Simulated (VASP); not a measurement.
# AlAs in VASP: relaxation of the atoms with PBEsol

Aim: the relaxation of the atoms of AlAs with PBEsol.

Everything below comes from runs of VASP 6.6.1. Logs are shortened: lines on timing, memory, paths and dates and some standing lists are left out, and cuts for length are marked.

**1. The cell of the first run**

The cell holds a slab with vacuum, 8 atoms: a = 4.013 Å, b = 5.675 Å, c = 23.019 Å, α = 90.00°, β = 90.00°, γ = 90.00°.

**2. Relaxation of the atoms, PBEsol**

The input, INCAR:

```
  PREC = Accurate
  ENCUT = 520
  EDIFF = 1E-6
  ISMEAR = 0
  SIGMA = 0.05
  LREAL = False
  LASPH = True
  NELM = 80
  ALGO = Normal
  ISIF = 2
  LWAVE = False
  LCHARG = False
  LDIPOL = True
  IDIPOL = 3
  DIPOL = 0.5 0.5 0.500
  GGA = PS
  IBRION = 2
  NSW = 90
  EDIFFG = -0.03
```

The input, KPOINTS:

```
regular mesh
0
Gamma
  7 5 1
```

The input, POSCAR:

```
AlAs
1.0
    4.0125456562      0.0000000000      0.0000000000
    0.0000000000      5.6745964866      0.0000000000
    0.0000000000      0.0000000000     23.0188184843
Al As
4 4
Selective dynamics
Direct
    0.5000000000      0.5000000000      0.3692630882  F F F
    0.0000000000      0.0000000000      0.4564210294  F F F
    0.5000000000      0.5000000000      0.5435789706  T T T
    0.0000000000      0.0000000000      0.6307369118  T T T
    0.0000000000      0.2500000000      0.3692630882  F F F
    0.5000000000      0.7500000000      0.4564210294  F F F
    0.0000000000      0.2500000000      0.5435789706  T T T
    0.5000000000      0.7500000000      0.6307369118  T T T
```

Potentials or basis: VASP PAW PBE potentials, release 64 (Al, As).

Command:

```
> cat potpaw_PBE.64/Al/POTCAR potpaw_PBE.64/As/POTCAR > POTCAR
> mpirun -np 1 vasp_std > vasp.out
```

OUTCAR:

```text
PREC = Accurate
   ENCUT = 520
   EDIFF = 1E-6
   ISMEAR = 0
   LREAL = False
   LASPH = True
   NELM = 80
   ISIF = 2
   GGA = PS
   IBRION = 2
   NSW = 90
   EDIFFG = -0.03

 ion  position               nearest neighbor table
   1  0.500  0.500  0.369-   6 2.46   5 2.46   5 2.46
   2  0.000  0.000  0.456-   5 2.46   7 2.46   6 2.46   6 2.46
   3  0.500  0.500  0.544-   8 2.46   6 2.46   7 2.46   7 2.46
   4  0.000  0.000  0.631-   7 2.46   8 2.46   8 2.46
   5  0.000  0.250  0.369-   2 2.46   1 2.46   1 2.46
   6  0.500  0.750  0.456-   1 2.46   3 2.46   2 2.46   2 2.46
   7  0.000  0.250  0.544-   4 2.46   2 2.46   3 2.46   3 2.46
   8  0.500  0.750  0.631-   3 2.46   4 2.46   4 2.46

  LATTYP: Found a simple orthorhombic cell.
 ALAT       =     4.0125456562
 B/A-ratio  =     1.4142135624
 C/A-ratio  =     5.7367119172

  Lattice vectors:

 A1 = (   4.0125456562,   0.0000000000,   0.0000000000)
 A2 = (   0.0000000000,   5.6745964866,   0.0000000000)
 A3 = (   0.0000000000,   0.0000000000,  23.0188184843)

Analysis of symmetry for initial positions (statically):
=====================================================================
 Subroutine PRICEL returns:
 Original cell was already a primitive cell.

 Routine SETGRP: Setting up the symmetry group for a
 simple orthorhombic supercell.

 Subroutine GETGRP returns: Found  4 space group operations
 (whereof  2 operations were pure point group operations)
 out of a pool of  8 trial point group operations.

The static configuration has the point symmetry C_1h.
 The point group associated with its full space group is C_2v.

Analysis of symmetry for dynamics (positions and initial velocities):
=====================================================================
 Subroutine PRICEL returns:
 Original cell was already a primitive cell.

 Routine SETGRP: Setting up the symmetry group for a
 simple orthorhombic supercell.

 Subroutine GETGRP returns: Found  4 space group operations
 (whereof  2 operations were pure point group operations)
 out of a pool of  8 trial point group operations.

The dynamic configuration has the point symmetry C_1h.
 The point group associated with its full space group is C_2v.

Analysis of constrained symmetry for selective dynamics:
=====================================================================
 Subroutine PRICEL returns:
 Original cell was already a primitive cell.

 Routine SETGRP: Setting up the symmetry group for a
 simple orthorhombic supercell.

 Subroutine GETGRP returns: Found  2 space group operations
 (whereof  2 operations were pure point group operations)
 out of a pool of  8 trial point group operations.

The constrained configuration has the point symmetry C_1h.

 Subroutine INISYM returns: Found  2 space group operations
 (whereof  2 operations are pure point group operations),
 and found     1 'primitive' translations

----------------------------------------------------------------------------------------

                                     Primitive cell

  volume of cell :     524.1288

  direct lattice vectors                    reciprocal lattice vectors
     4.012545656  0.000000000  0.000000000     0.249218348  0.000000000  0.000000000
     0.000000000  5.674596487  0.000000000     0.000000000  0.176223984  0.000000000
     0.000000000  0.000000000 23.018818484     0.000000000  0.000000000  0.043442716

  length of vectors
     4.012545656  5.674596487 23.018818484     0.249218348  0.176223984  0.043442716

  position of ions in fractional coordinates (direct lattice)
     0.500000000  0.500000000  0.369263088
     0.000000000  0.000000000  0.456421029
     0.500000000  0.500000000  0.543578971
     0.000000000  0.000000000  0.630736912
     0.000000000  0.250000000  0.369263088
     0.500000000  0.750000000  0.456421029
     0.000000000  0.250000000  0.543578971
     0.500000000  0.750000000  0.630736912

  ion indices of the primitive-cell ions
   primitive index   ion index
                 1           1
                 2           2
                 3           3
                 4           4
                 5           5
                 6           6
                 7           7
                 8           8

----------------------------------------------------------------------------------------

 KPOINTS: regular mesh

Automatic generation of k-mesh.
 Grid dimensions read from file:
 generate k-points for:    7    5    1

 Generating k-lattice:

  Cartesian coordinates                     Fractional coordinates (reciprocal lattice)
     0.035602621  0.000000000  0.000000000     0.142857143  0.000000000  0.000000000
     0.000000000  0.035244797  0.000000000     0.000000000  0.200000000  0.000000000
     0.000000000  0.000000000  0.043442716     0.000000000  0.000000000  1.000000000

  Length of vectors
     0.035602621  0.035244797  0.043442716

  Shift w.r.t. Gamma in fractional coordinates (k-lattice)
     0.000000000  0.000000000  0.000000000

 Subroutine IBZKPT returns following result:
 ===========================================

 Found     12 irreducible k-points:

 Following reciprocal coordinates:
            Coordinates               Weight
  0.000000  0.000000  0.000000      1.000000
  0.142857  0.000000  0.000000      2.000000
  0.285714  0.000000  0.000000      2.000000
  0.428571  0.000000  0.000000      2.000000
  0.000000  0.200000  0.000000      2.000000
  0.142857  0.200000  0.000000      4.000000
  0.285714  0.200000  0.000000      4.000000
  0.428571  0.200000  0.000000      4.000000
  0.000000  0.400000  0.000000      2.000000
  0.142857  0.400000  0.000000      4.000000
  0.285714  0.400000  0.000000      4.000000
  0.428571  0.400000  0.000000      4.000000
   k-points           NKPTS =     12   k-points in BZ     NKDIM =     12   number of bands    NBANDS=     21
   number of dos      NEDOS =    301   number of ions     NIONS =      8
   total plane-waves  NPLWV = 226800
   dimension x,y,z NGX =    30 NGY =   42 NGZ =  180
   dimension x,y,z NGXF=    60 NGYF=   84 NGZF=  360
   ions per type =               4   4
   NGX,Y,Z   is equivalent  to a cutoff of  12.43, 12.30, 13.00 a.u.
   NGXF,Y,Z  is equivalent  to a cutoff of  24.86, 24.61, 26.00 a.u.
 SYSTEM =  unknown system
   PREC   = accura    normal or accurate (medium, high low for compatibility)
   ISTART =      0    job   : 0-new  1-cont  2-samecut
   ICHARG =      2    charge: 1-file 2-atom 10-const
   ISPIN  =      1    spin polarized calculation?
   LNONCOLLINEAR =      F non collinear calculations
   LSORBIT =      F    spin-orbit coupling
   LASPH  =      T    aspherical Exc in radial PAW
   ENCUT  =  520.0 eV  38.22 Ry    6.18 a.u.   7.46 10.55 42.80*2*pi/ulx,y,z
   NELM   =     80;   NELMIN=  2; NELMDL= -5     # of ELM steps
   EDIFF  = 0.1E-05   stopping-criterion for ELM
   LREAL  =      F    real-space projection
   EDIFFG = -.3E-01   stopping-criterion for IOM
   NSW    =     90    number of steps for IOM
   IBRION =      2    ionic relax: 0-MD 1-quasi-New 2-CG
   NFREE  =      1    steps in history (QN), initial steepest desc. (CG)
   ISIF   =      2    stress and relaxation
   ISYM   =      2    0-nonsym 1-usesym 2-fastsym
   POTIM  = 0.5000    time-step for ionic-motion
   TEBEG  =    0.0;   TEEND  =   0.0 temperature during run
   PSTRESS=    0.0 pullay stress
   NELECT =      32.0000    total number of electrons
   NUPDOWN=      -1.0000    fix difference up-down
   EMIN   =  10.00;   EMAX   =-10.00  energy-range for DOS
   EFERMI =   0.00;   METHOD = LEGACY
   ISMEAR =     0;   SIGMA  =   0.05  broadening in eV -4-tet -1-fermi 0-gaus
   EFERMI_NEDOS =   21; number of points for ismear=-14 and -15
   IALGO  =     38    algorithm
   IMIX   =      4    mixing-type and parameters
     AMIX     =   0.40;   BMIX     =  1.00
     AMIX_MAG =   1.60;   BMIX_MAG =  1.00
  volume/ion in A,a.u.               =      65.52       442.12
  Fermi-wavevector in a.u.,A,eV,Ry     =   0.644632  1.218179  5.653914  0.415551
  Thomas-Fermi vector in A             =   1.712024
   LORBIT       =      0    0 simple, 1 ext, 2 COOP (PROOUT), +10 PAW based schemes
   GGA     = PS    functional components
   LHFCALC =     F    Hartree Fock is set to
   AEXX    =    0.0000 exact exchange contribution
   IVDW    =     0    specifies the selected vdW correction
   LEPSILON=     F    determine dielectric tensor
   LRPA    =     F    only Hartree local field effects (RPA)
 conjugate gradient relaxation of ions
 non-spin polarized calculation
 Gauss-broadening in eV      SIGMA  =   0.05
  energy-cutoff  :      520.00
  volume of cell :      524.13
 maximum number of plane-waves:     14171
 NGX is ok and might be reduce to    30
   NGX = 15   NGY = 21   NGZ = 85

--------------------------------------- Ionic step        1  -------------------------------------------

 number of electron      32.0000004 magnetization

 dipolmoment           0.000000      0.000000     -0.000000 electrons x Angstroem

 Free energy of the ion-electron system (eV)
  ---------------------------------------------------
  ext. energy  EPLUGINS =         0.00000000
  ---------------------------------------------------
  free energy    TOTEN  =       -36.61747209 eV

  energy without entropy =      -36.61747209  energy(sigma->0) =      -36.61747209

------------------------ aborting loop because EDIFF is reached ----------------------------------------

  FORCE on cell =-STRESS in cart. coord.  units (eV):
  Direction    XX          YY          ZZ          XY          YZ          ZX
  --------------------------------------------------------------------------------------
  -------------------------------------------------------------------------------------
  Total       -2.2929123     -2.5926156     -0.2280988      0.0000000      0.0000045      0.0000000
  in kB       -7.0090641     -7.9252088     -0.6972612      0.0000000      0.0000136      0.0000000
  external PRESSURE =      -5.2105114 kB  Pullay stress =       0.0000000 kB
[... 107 lines left out ...]
  FREE ENERGIE OF THE ION-ELECTRON SYSTEM (eV)
  ---------------------------------------------------
  free  energy   TOTEN  =       -36.9913532344 eV

  energy  without entropy=      -36.9913532344  energy(sigma->0) =      -36.99135323

[... ionic steps 4 to 20 ...]

--------------------------------------- Ionic step       21  -------------------------------------------

 number of electron      32.0000002 magnetization

------------------------ aborting loop because EDIFF is reached ----------------------------------------
[... 39 lines left out ...]
 number of electron      32.0000002 magnetization

------------------------ aborting loop because EDIFF is reached ----------------------------------------

 vacuum level on the upper side and lower side of the slab       (xc-potential included)        -0.007        -0.291

  FORCE on cell =-STRESS in cart. coord.  units (eV):
  Direction    XX          YY          ZZ          XY          YZ          ZX
  --------------------------------------------------------------------------------------
  -------------------------------------------------------------------------------------
  Total       -2.0547963     -1.7833786     -0.2929982      0.0000000      1.3853952      0.0000000
  in kB       -6.2811818     -5.4515014     -0.8956484      0.0000000      4.2349301      0.0000000
  external PRESSURE =      -4.2094439 kB  Pullay stress =       0.0000000 kB
[... 29 lines left out ...]
--------------------------------------- Ionic step       23  -------------------------------------------

 number of electron      32.0000002 magnetization

 dipolmoment           0.000000      0.000000      0.037014 electrons x Angstroem

 Free energy of the ion-electron system (eV)
  ---------------------------------------------------
  ext. energy  EPLUGINS =         0.00000000
  ---------------------------------------------------
  free energy    TOTEN  =       -37.24721626 eV

  energy without entropy =      -37.24721626  energy(sigma->0) =      -37.24721626

 E-fermi :  -1.7198     XC(G=0):  -3.8367

 val. band max:       -1.9422645430   @ k =   0.2857   0.4000   0.0000
 cond. band min:      -1.0267764738   @ k =   0.4286   0.0000   0.0000
 fundamental gap:      0.9154880692
 Fermi energy:        -1.7197949355

 k-point     1 :       0.0000    0.0000    0.0000
  band No.  band energies     occupation
      1     -13.5509      2.00000
      2     -12.6833      2.00000
      3     -11.9302      2.00000
      4     -11.6733      2.00000
      5      -7.1843      2.00000
      6      -6.3649      2.00000
[... 277 lines left out ...]
     20       1.5208      0.00000
     21       1.6829      0.00000

------------------------ aborting loop because EDIFF is reached ----------------------------------------

 vacuum level on the upper side and lower side of the slab       (xc-potential included)         0.133        -0.153

  FORCE on cell =-STRESS in cart. coord.  units (eV):
  Direction    XX          YY          ZZ          XY          YZ          ZX
  --------------------------------------------------------------------------------------
  -------------------------------------------------------------------------------------
  Total       -2.0561776     -1.7855052     -0.3121272      0.0000000      1.4498135      0.0000000
  in kB       -6.2854040     -5.4580022     -0.9541227      0.0000000      4.4318466      0.0000000
  external PRESSURE =      -4.2325096 kB  Pullay stress =       0.0000000 kB
[... 23 lines left out ...]
  FREE ENERGIE OF THE ION-ELECTRON SYSTEM (eV)
  ---------------------------------------------------
  free  energy   TOTEN  =       -37.2472162647 eV

  energy  without entropy=      -37.2472162647  energy(sigma->0) =      -37.24721626

 reached required accuracy - stopping structural energy minimisation

 vacuum level on the upper side and lower side of the slab         3.228         2.935
```

Wall time 42 min (1 thread of Oxide Virtual Turin-like, shared host); peak memory 0.57 GiB.

What came out:

* Free energy: -37.2472 eV
* Energy gained by relaxing: 78.7 meV/atom
* Ionic steps: 23
* Band gap on the k mesh: 0.92 eV (least direct gap 1.04 eV)

Step by step:
| step | energy change (eV) | largest force on free atoms (eV/Å) | pressure (GPa) |
| --- | --- | --- | --- |
| 1 | 0.0000 | 1.6278 | -0.52 |
| 2 | -0.1841 | 1.2505 | -0.47 |
| 3 | -0.3739 | 0.9813 | -0.37 |
| 4 | -0.3799 | 1.0606 | -0.36 |
| 5 | -0.5282 | 0.6184 | -0.46 |
| 6 | -0.5970 | 0.2913 | -0.59 |
| 7 | -0.6071 | 0.1738 | -0.58 |
| 8 | -0.6091 | 0.2177 | -0.57 |
| 9 | -0.6138 | 0.1562 | -0.56 |
| 10 | -0.6138 | 0.1441 | -0.56 |
| 11 | -0.6173 | 0.1207 | -0.53 |
| 12 | -0.6243 | 0.1034 | -0.44 |
| 13 | -0.6218 | 0.2302 | -0.27 |
| 14 | -0.6259 | 0.1438 | -0.37 |
| 15 | -0.6276 | 0.1376 | -0.37 |
| 16 | -0.6278 | 0.0765 | -0.37 |
| 17 | -0.6283 | 0.0966 | -0.38 |
| 18 | -0.6284 | 0.0719 | -0.38 |
| 19 | -0.6288 | 0.0454 | -0.39 |
| 20 | -0.6289 | 0.0583 | -0.39 |
| 21 | -0.6293 | 0.0438 | -0.41 |
| 22 | -0.6295 | 0.0467 | -0.42 |
| 23 | -0.6297 | 0.0088 | -0.42 |

Final structure:
```cif
data_structure
_symmetry_space_group_name_H-M 'P 1'
_symmetry_Int_Tables_number 1
_cell_length_a 4.0125
_cell_length_b 5.6746
_cell_length_c 23.0188
_cell_angle_alpha 90.000
_cell_angle_beta 90.000
_cell_angle_gamma 90.000
_cell_volume 524.13
loop_
_atom_site_label
_atom_site_type_symbol
_atom_site_fract_x
_atom_site_fract_y
_atom_site_fract_z
_atom_site_occupancy
Al1 Al 0.50000 0.50000 0.36926 1
Al2 Al 0.00000 0.00000 0.45642 1
Al3 Al 0.50000 0.50264 0.54776 1
Al4 Al 0.00000 0.92580 0.61004 1
As1 As 0.00000 0.25000 0.36926 1
As2 As 0.50000 0.75000 0.45642 1
As3 As 0.00000 0.25460 0.54394 1
As4 As 0.50000 0.71923 0.64024 1
```

Levels at points of the mesh, in eV from the valence-band top:
```
           k point  band 14  band 15  band 16  band 17  band 18  band 19
(0.00, 0.00, 0.00)    -0.46    -0.16    -0.09     1.00     1.64     2.38
```

Caveat: the PAW data sets were made with another functional, which shifts forces and pressure a little.
